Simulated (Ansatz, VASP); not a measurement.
## Hf in VASP and in Ansatz

```xyz
1
Lattice="0.0000 2.1747 2.1747 2.1747 0.0000 2.1747 2.1747 2.1747 0.0000" Properties=species:S:1:pos:R:3 pbc="T T T"
Hf    0.0000    0.0000    0.0000
```

Change from the starting cell: volume scaled by 0.94.

Alike in both runs: task single point; functional LDA; k mesh 13 × 13 × 13; occupations fermi-dirac, width 0.03 eV; no spin polarisation.

|  | VASP | Ansatz |
| --- | --- | --- |
| version | VASP 6.6.1 | Ansatz 0.2.0 |
| potentials or method | VASP PAW LDA potentials, release 64 (Hf_pv), cutoff 520 eV | all-electron LAPW, scalar-relativistic |

|  | VASP | Ansatz | Ansatz less VASP |
| --- | --- | --- | --- |
| pressure (GPa) | 1.3 | 1.3 | -0.01 |

LDA's correlation is that of Perdew and Zunger in VASP and of Perdew and Wang (1992) in Ansatz. Ansatz ran all-electron here, and VASP with PAW potentials.

Neither program's run includes spin-orbit coupling.
